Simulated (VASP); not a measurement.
# Rh (P6_3/mmc) in VASP: further runs

Runs on Rh. Level: PBE. Tasks: single point.

All numbers are computed with VASP 6.6.1; they aren't measurements. Logs are shortened: lines on timing, memory, paths and dates and some standing lists are left out, and cuts for length are marked.

**1. The cell of the first run**

Symmetry: P6_3/mmc, No. 194, hexagonal system. The conventional cell has a = 2.748 Å, b = 2.748 Å, c = 4.698 Å, α = 90.00°, β = 90.00°, γ = 120.00°. Rh (site symmetry -6m2) has 12 Rh at 2.75 to 2.83 Å within 3.6 Å.

This isn't the form of Rh at room conditions, which is fcc.

**2. Single point, PBE (15.37 Å³/atom)**

Contents of INCAR:

```
SYSTEM = Rh
PREC     = Accurate       ! precision mode
ENCUT    = 520            ! plane-wave cutoff, eV
EDIFF    = 1E-7           ! SCF threshold, eV
ISMEAR   = 0              ! smearing method
SIGMA    = 0.15           ! smearing width, eV
LREAL    = .FALSE.        ! projectors in reciprocal space
LASPH    = .TRUE.         ! aspherical terms in the spheres
NELM     = 80             ! most SCF steps
ALGO     = Fast           ! electronic algorithm
ISIF     = 2              ! what is computed and relaxed
LWAVE    = .FALSE.        ! write WAVECAR
LCHARG   = .FALSE.        ! write CHGCAR
GGA      = PE             ! functional
NBANDS   = 22             ! bands
```

Contents of KPOINTS:

```
regular mesh
0
G
  21 21 12
  0 0 0
```

Contents of POSCAR:

```
Rh
1.0
    2.7484640086      0.0000000000      0.0000000000
   -1.3742320043      2.3802396528      0.0000000000
    0.0000000000      0.0000000000      4.6979495298
Rh
2
Direct
    0.6666666667      0.3333333333      0.7500000000
    0.3333333333      0.6666666667      0.2500000000
```

Potentials or basis: VASP PAW PBE potentials, release 64 (Rh_pv).

On the command line:

```sh
> cat potpaw_PBE.64/Rh_pv/POTCAR > POTCAR
> mpirun -np 1 vasp_std > vasp.out
```

OUTCAR:

```text
SYSTEM = Rh
   PREC = Accurate
   ENCUT = 520
   EDIFF = 1E-7
   ISMEAR = 0
   LREAL = .FALSE.
   LASPH = .TRUE.
   NELM = 80
   ISIF = 2
   GGA = PE

 ion  position               nearest neighbor table
   1  0.667  0.333  0.750-   2 2.83   2 2.83   2 2.83   2 2.83   2 2.83   2 2.83
   2  0.333  0.667  0.250-   1 2.83   1 2.83   1 2.83   1 2.83   1 2.83   1 2.83

  LATTYP: Found a hexagonal cell.
 ALAT       =     2.7484640086
 C/A-ratio  =     1.7093000000

  Lattice vectors:

 A1 = (   2.7484640086,   0.0000000000,   0.0000000000)
 A2 = (  -1.3742320043,   2.3802396528,   0.0000000000)
 A3 = (   0.0000000000,   0.0000000000,   4.6979495298)

Analysis of symmetry for initial positions (statically):
=====================================================================
 Subroutine PRICEL returns:
 Original cell was already a primitive cell.

 Routine SETGRP: Setting up the symmetry group for a
 hexagonal supercell.

 Subroutine GETGRP returns: Found 24 space group operations
 (whereof 12 operations were pure point group operations)
 out of a pool of 24 trial point group operations.

The static configuration has the point symmetry D_3d.
 The point group associated with its full space group is D_6h.

Analysis of symmetry for dynamics (positions and initial velocities):
=====================================================================
 Subroutine PRICEL returns:
 Original cell was already a primitive cell.

 Routine SETGRP: Setting up the symmetry group for a
 hexagonal supercell.

 Subroutine GETGRP returns: Found 24 space group operations
 (whereof 12 operations were pure point group operations)
 out of a pool of 24 trial point group operations.

The dynamic configuration has the point symmetry D_3d.
 The point group associated with its full space group is D_6h.

 Subroutine INISYM returns: Found 24 space group operations
 (whereof 12 operations are pure point group operations),
 and found     1 'primitive' translations

----------------------------------------------------------------------------------------

                                     Primitive cell

  volume of cell :      30.7340

  direct lattice vectors                    reciprocal lattice vectors
     2.748464009  0.000000000  0.000000000     0.363839583  0.210062881  0.000000000
    -1.374232004  2.380239653  0.000000000     0.000000000  0.420125763  0.000000000
     0.000000000  0.000000000  4.697949530     0.000000000  0.000000000  0.212858821

  length of vectors
     2.748464009  2.748464009  4.697949530     0.420125763  0.420125763  0.212858821

  position of ions in fractional coordinates (direct lattice)
     0.666666667  0.333333333  0.750000000
     0.333333333  0.666666667  0.250000000

  ion indices of the primitive-cell ions
   primitive index   ion index
                 1           1
                 2           2

----------------------------------------------------------------------------------------

 KPOINTS: regular mesh

Automatic generation of k-mesh.
 Grid dimensions read from file:
 generate k-points for:   21   21   12

 Generating k-lattice:

  Cartesian coordinates                     Fractional coordinates (reciprocal lattice)
     0.017325694  0.010002994  0.000000000     0.047619048 -0.000000000  0.000000000
     0.000000000  0.020005989  0.000000000     0.000000000  0.047619048  0.000000000
     0.000000000  0.000000000  0.017738235     0.000000000  0.000000000  0.083333333

  Length of vectors
     0.020005989  0.020005989  0.017738235

  Shift w.r.t. Gamma in fractional coordinates (k-lattice)
     0.000000000  0.000000000  0.000000000

 Subroutine IBZKPT returns following result:
 ===========================================

 Found    336 irreducible k-points:

 Following reciprocal coordinates:
            Coordinates               Weight
  0.000000  0.000000  0.000000      1.000000
  0.047619  0.000000  0.000000      6.000000
  0.095238  0.000000  0.000000      6.000000
  0.142857  0.000000  0.000000      6.000000
  0.190476  0.000000  0.000000      6.000000
  0.238095  0.000000  0.000000      6.000000
[... 16 lines left out ...]
  0.142857  0.095238  0.000000     12.000000
  0.190476  0.095238  0.000000     12.000000
 [... further k-points ...]
   k-points           NKPTS =    336   k-points in BZ     NKDIM =    336   number of bands    NBANDS=     22
   number of dos      NEDOS =    301   number of ions     NIONS =      2
   total plane-waves  NPLWV =  14400
   dimension x,y,z NGX =    20 NGY =   20 NGZ =   36
   dimension x,y,z NGXF=    40 NGYF=   40 NGZF=   72
   ions per type =               2
   NGX,Y,Z   is equivalent  to a cutoff of  12.10, 12.10, 12.74 a.u.
   NGXF,Y,Z  is equivalent  to a cutoff of  24.19, 24.19, 25.48 a.u.
 SYSTEM =  Rh
   PREC   = accura    normal or accurate (medium, high low for compatibility)
   ISTART =      0    job   : 0-new  1-cont  2-samecut
   ICHARG =      2    charge: 1-file 2-atom 10-const
   ISPIN  =      1    spin polarized calculation?
   LNONCOLLINEAR =      F non collinear calculations
   LSORBIT =      F    spin-orbit coupling
   LASPH  =      T    aspherical Exc in radial PAW
   ENCUT  =  520.0 eV  38.22 Ry    6.18 a.u.   5.11  5.11  8.74*2*pi/ulx,y,z
   NELM   =     80;   NELMIN=  2; NELMDL= -5     # of ELM steps
   EDIFF  = 0.1E-06   stopping-criterion for ELM
   LREAL  =      F    real-space projection
   EDIFFG = 0.1E-05   stopping-criterion for IOM
   NSW    =      0    number of steps for IOM
   IBRION =     -1    ionic relax: 0-MD 1-quasi-New 2-CG
   NFREE  =      0    steps in history (QN), initial steepest desc. (CG)
   ISIF   =      2    stress and relaxation
   ISYM   =      2    0-nonsym 1-usesym 2-fastsym
   POTIM  = 0.5000    time-step for ionic-motion
   TEBEG  =    0.0;   TEEND  =   0.0 temperature during run
   PSTRESS=    0.0 pullay stress
   NELECT =      30.0000    total number of electrons
   NUPDOWN=      -1.0000    fix difference up-down
   EMIN   =  10.00;   EMAX   =-10.00  energy-range for DOS
   EFERMI =   0.00;   METHOD = LEGACY
   ISMEAR =     0;   SIGMA  =   0.15  broadening in eV -4-tet -1-fermi 0-gaus
   EFERMI_NEDOS =   21; number of points for ismear=-14 and -15
   IALGO  =     68    algorithm
   IMIX   =      4    mixing-type and parameters
     AMIX     =   0.40;   BMIX     =  1.00
     AMIX_MAG =   1.60;   BMIX_MAG =  1.00
  volume/ion in A,a.u.               =      15.37       103.70
  Fermi-wavevector in a.u.,A,eV,Ry     =   1.623961  3.068841 35.881949  2.637249
  Thomas-Fermi vector in A             =   2.717326
   LORBIT       =      0    0 simple, 1 ext, 2 COOP (PROOUT), +10 PAW based schemes
   GGA     = PE    functional components
   LHFCALC =     F    Hartree Fock is set to
   AEXX    =    0.0000 exact exchange contribution
   IVDW    =     0    specifies the selected vdW correction
   LEPSILON=     F    determine dielectric tensor
   LRPA    =     F    only Hartree local field effects (RPA)
 non-spin polarized calculation
 RMM-DIIS sequential band-by-band and
 Gauss-broadening in eV      SIGMA  =   0.15
  energy-cutoff  :      520.00
  volume of cell :       30.73
 maximum number of plane-waves:       845
   NGX = 11   NGY = 11   NGZ = 17

 number of electron      30.0000002 magnetization

 Free energy of the ion-electron system (eV)
  ---------------------------------------------------
  ext. energy  EPLUGINS =         0.00000000
  ---------------------------------------------------
  free energy    TOTEN  =       -14.27298793 eV

  energy without entropy =      -14.22908751  energy(sigma->0) =      -14.25103772

 E-fermi :  10.0106     XC(G=0): -13.3211

 val. band max:       10.0104884431   @ k =   0.3333   0.0476   0.1667
 cond. band min:      10.0139812949   @ k =   0.3810   0.0000   0.3333
 fundamental gap:      0.0034928518
 Fermi energy:        10.0105909294

 k-point     1 :       0.0000    0.0000    0.0000
  band No.  band energies     occupation
      1     -36.6267      2.00000
      2     -36.2448      2.00000
      3     -36.2448      2.00000
      4     -36.1916      2.00000
      5     -36.1915      2.00000
      6     -36.1915      2.00000
[... 14 lines left out ...]
     21      27.1865      0.00000
     22      28.4682      0.00000

 k-point     2 :       0.0476    0.0000    0.0000
  band No.  band energies     occupation
      1     -36.6232      2.00000
      2     -36.2547      2.00000
      3     -36.2478      2.00000
      4     -36.2016      2.00000
      5     -36.1934      2.00000
      6     -36.1925      2.00000
[... 14 lines left out ...]
     21      27.2905      0.00000
     22      28.5201      0.00000

 k-point     3 :       0.0952    0.0000    0.0000
  band No.  band energies     occupation
      1     -36.6130      2.00000
      2     -36.2835      2.00000
      3     -36.2562      2.00000
      4     -36.2310      2.00000
      5     -36.1988      2.00000
      6     -36.1952      2.00000
[... 14 lines left out ...]
     21      27.5841      0.00000
     22      28.5184      0.00000

 k-point     4 :       0.1429    0.0000    0.0000
  band No.  band energies     occupation
      1     -36.5965      2.00000
      2     -36.3286      2.00000
      3     -36.2766      2.00000
      4     -36.2694      2.00000
      5     -36.2076      2.00000
      6     -36.1998      2.00000
[... 14 lines left out ...]
     21      27.9912      0.00000
     22      28.3264      0.00000

 k-point     5 :       0.1905    0.0000    0.0000
  band No.  band energies     occupation
      1     -36.5746      2.00000
      2     -36.3859      2.00000
      3     -36.3341      2.00000
      4     -36.2858      2.00000
      5     -36.2189      2.00000
      6     -36.2066      2.00000
[... 417 lines left out ...]
 k-point    22 :       0.0952    0.0952    0.0000
  band No.  band energies     occupation
      1     -36.5869      2.00000
      2     -36.3471      2.00000
      3     -36.3141      2.00000
      4     -36.2663      2.00000
      5     -36.2180      2.00000
      6     -36.2027      2.00000
[... 14 lines left out ...]
     21      27.0839      0.00000
     22      28.2444      0.00000

 k-point    23 :       0.1429    0.0952    0.0000
  band No.  band energies     occupation
      1     -36.5656      2.00000
      2     -36.3969      2.00000
      3     -36.3657      2.00000
      4     -36.2861      2.00000
      5     -36.2330      2.00000
      6     -36.2097      2.00000
[... 14 lines left out ...]
     21      26.0705      0.00000
     22      28.1317      0.00000

 k-point    24 :       0.1905    0.0952    0.0000
  band No.  band energies     occupation
      1     -36.5401      2.00000
      2     -36.4552      2.00000
      3     -36.4209      2.00000
      4     -36.3090      2.00000
      5     -36.2489      2.00000
      6     -36.2189      2.00000
[... 14 lines left out ...]
     21      25.2719      0.00000
     22      27.2061      0.00000

 [... further k-points ...]
[... 5 lines left out ...]
  --------------------------------------------------------------------------------------
  -------------------------------------------------------------------------------------
  Total       -2.5711526     -2.5711526     -4.5313541      0.0000000      0.0000000      0.0000000
  in kB     -134.0353470   -134.0353470   -236.2215384      0.0000000      0.0000000      0.0000000
  external PRESSURE =    -168.0974108 kB  Pullay stress =       0.0000000 kB

 VOLUME and BASIS-vectors are now :
 -----------------------------------------------------------------------------
  energy-cutoff  :      520.00
  volume of cell :       30.73
      direct lattice vectors                 reciprocal lattice vectors
     2.748464009  0.000000000  0.000000000     0.363839583  0.210062881  0.000000000
    -1.374232004  2.380239653  0.000000000     0.000000000  0.420125763  0.000000000
     0.000000000  0.000000000  4.697949530     0.000000000  0.000000000  0.212858821

 POSITION                                       TOTAL-FORCE (eV/Angst)
 -----------------------------------------------------------------------------------
      1.37423      0.79341      3.52346        -0.000000      0.000000      0.000000
     -0.00000      1.58683      1.17449         0.000000     -0.000000      0.000000
 -----------------------------------------------------------------------------------
    total drift:                               -0.000000      0.000000     -0.000000

  FREE ENERGIE OF THE ION-ELECTRON SYSTEM (eV)
  ---------------------------------------------------
  free  energy   TOTEN  =       -14.2729879321 eV

  energy  without entropy=      -14.2290875142  energy(sigma->0) =      -14.25103772
```

Wall time 4.5 min (1 thread of Intel Xeon 8259CL, shared host); peak memory 0.28 GiB.

What came out:

```yaml
Free_energy: -14.2730 eV
Pressure: -16.8 GPa
Band_gap_on_the_k_mesh: zero (bands 15 and 16 overlap by 2.07 eV)
```

Caveat: the cell stands under tension.

**3. Single point, PBE (15.37 Å³/atom)**

Contents of INCAR:

```
SYSTEM = Rh
PREC = Accurate
ENCUT = 520
EDIFF = 1E-6
ISMEAR = 0
SIGMA = 0.15
LREAL = .FALSE.
LASPH = .TRUE.
NELM = 100
ALGO = Fast
ISIF = 2
LWAVE = .FALSE.
LCHARG = .TRUE.
GGA = PE
LELF = .TRUE.
LVHAR = .TRUE.
NBANDS = 22
```

KPOINTS is that of step 2.

Contents of POSCAR:

```
Rh
1.0
    2.9192563020      0.0000000000      0.0000000000
   -1.4596281510      2.5281501176      0.0000000000
    0.0000000000      0.0000000000      4.1643191147
Rh
2
Direct
    0.6666666667      0.3333333333      0.7500000000
    0.3333333333      0.6666666667      0.2500000000
```

Potentials or basis: VASP PAW PBE potentials, release 64 (Rh_pv).

On the command line:

```sh
> cat potpaw_PBE.64/Rh_pv/POTCAR > POTCAR
> mpirun -np 1 vasp_std > vasp.out
```

OUTCAR:

```text
SYSTEM = Rh
   PREC = Accurate
   ENCUT = 520
   EDIFF = 1E-6
   ISMEAR = 0
   LREAL = .FALSE.
   LASPH = .TRUE.
   NELM = 100
   ISIF = 2
   GGA = PE

 ion  position               nearest neighbor table
   1  0.667  0.333  0.750-   2 2.68   2 2.68   2 2.68   2 2.68   2 2.68   2 2.68
   2  0.333  0.667  0.250-   1 2.68   1 2.68   1 2.68   1 2.68   1 2.68   1 2.68

  LATTYP: Found a hexagonal cell.
 ALAT       =     2.9192563020
 C/A-ratio  =     1.4265000000

  Lattice vectors:

 A1 = (   2.9192563020,   0.0000000000,   0.0000000000)
 A2 = (  -1.4596281510,   2.5281501176,   0.0000000000)
[... 193 lines left out ...]
      5     -36.1624      2.00000
      6     -36.1624      2.00000
[... 589 lines left out ...]
     21      23.3171      0.00000
     22      27.3699      0.00000

 [... further k-points ...]
[... 5 lines left out ...]
  --------------------------------------------------------------------------------------
  -------------------------------------------------------------------------------------
  Total       -3.8130805     -3.8130805     -0.3714373      0.0000000      0.0000000     -0.0000000
  in kB     -198.7776140   -198.7776140    -19.3631960      0.0000000      0.0000000     -0.0000000
  external PRESSURE =    -138.9728080 kB  Pullay stress =       0.0000000 kB

 VOLUME and BASIS-vectors are now :
 -----------------------------------------------------------------------------
  energy-cutoff  :      520.00
  volume of cell :       30.73
      direct lattice vectors                 reciprocal lattice vectors
     2.919256302  0.000000000  0.000000000     0.342552999  0.197773066  0.000000000
    -1.459628151  2.528150118  0.000000000     0.000000000  0.395546132  0.000000000
     0.000000000  0.000000000  4.164319115     0.000000000  0.000000000  0.240135295

 POSITION                                       TOTAL-FORCE (eV/Angst)
 -----------------------------------------------------------------------------------
      1.45963      0.84272      3.12324        -0.000000      0.000000      0.000000
     -0.00000      1.68543      1.04108         0.000000     -0.000000      0.000000
 -----------------------------------------------------------------------------------
    total drift:                               -0.000000      0.000000     -0.000000

  FREE ENERGIE OF THE ION-ELECTRON SYSTEM (eV)
  ---------------------------------------------------
  free  energy   TOTEN  =       -14.1705356157 eV

  energy  without entropy=      -14.1201692856  energy(sigma->0) =      -14.14535245
```

OSZICAR:

```text
N       E                     dE             d eps       ncg     rms          rms(c)
DAV:   1     0.327237049470E+03    0.32724E+03   -0.19084E+04 14824   0.156E+03
DAV:   2    -0.797621679203E+01   -0.33521E+03   -0.32334E+03 15480   0.468E+02
DAV:   3    -0.150562080745E+02   -0.70800E+01   -0.70270E+01 17064   0.767E+01
DAV:   4    -0.151044290037E+02   -0.48221E-01   -0.48216E-01 16726   0.638E+00
DAV:   5    -0.151051892642E+02   -0.76026E-03   -0.76026E-03 17352   0.833E-01    0.113E+01
RMM:   6    -0.141905917815E+02    0.91460E+00   -0.22827E+00 15015   0.126E+01    0.381E+00
RMM:   7    -0.141754779379E+02    0.15114E-01   -0.68764E-02 15486   0.208E+00    0.194E+00
RMM:   8    -0.141710256346E+02    0.44523E-02   -0.11789E-02 15958   0.106E+00    0.262E-01
RMM:   9    -0.141705065714E+02    0.51906E-03   -0.21488E-03 16699   0.407E-01    0.510E-02
RMM:  10    -0.141705329488E+02   -0.26377E-04   -0.18515E-04 17523   0.141E-01    0.120E-02
RMM:  11    -0.141705362241E+02   -0.32752E-05   -0.45933E-05 18477   0.626E-02    0.565E-03
RMM:  12    -0.141705356157E+02    0.60834E-06   -0.86293E-06 17231   0.255E-02
   1 F= -.14170536E+02 E0= -.14145352E+02  d E =-.503663E-01
```

It took 4.1 min on 1 thread of Intel Xeon 8259CL, shared host; peak memory 0.29 GiB.

Results:

```
Free energy            : -14.1705 eV
Pressure               : -13.9 GPa
Band gap on the k mesh : zero (bands 15 and 16 overlap by 1.54 eV)
```

Caveat: the cell stands under tension.

**4. Single point, PBE (15.37 Å³/atom)**

Contents of INCAR:

```
SYSTEM = Rh
ALGO = Fast
EDIFF = 1E-6
ENCUT = 520
GGA = PE
ISIF = 2
ISMEAR = 0
LASPH = .TRUE.
LCHARG = .TRUE.
LELF = .TRUE.
LREAL = .FALSE.
LVHAR = .TRUE.
LWAVE = .FALSE.
NBANDS = 22
NELM = 80
PREC = Accurate
SIGMA = 0.15
```

Contents of KPOINTS:

```
k-points
0
G
  21 21 12
  0 0 0
```

Contents of POSCAR:

```
Rh
1.0
    2.8042540664      0.0000000000      0.0000000000
   -1.4021270332      2.4285552602      0.0000000000
    0.0000000000      0.0000000000      4.5128795124
Rh
2
Direct
    0.6666666667      0.3333333333      0.7500000000
    0.3333333333      0.6666666667      0.2500000000
```

On the command line:

```sh
> cat potpaw_PBE.64/Rh_pv/POTCAR > POTCAR
> mpirun -np 1 vasp_std > vasp.out
```

Wall time 3.8 min (1 thread of Intel Xeon 8259CL, shared host); peak memory 0.29 GiB.

It converged, with:

- Free energy: -14.3129 eV
- Pressure: -17.3 GPa
- Band gap on the k mesh: zero (bands 15 and 16 overlap by 1.97 eV)

Stress tensor (GPa, compression positive):
```
-17.21   0.00   0.00
  0.00 -17.21   0.00
  0.00   0.00 -17.40
```

Levels at points of the mesh, in eV from the Fermi level:
```csv
k point,band 13,band 14,band 15,band 16,band 17,band 18
"(0.00, 0.00, 0.00)",-2.10,-1.64,-1.64,0.11,0.11,0.92
"(0.00, 0.00, 0.50)",-2.65,-2.65,-0.38,-0.38,-0.38,-0.38
```

Caveat: the cell stands under tension.

[end of part 1 of 2]
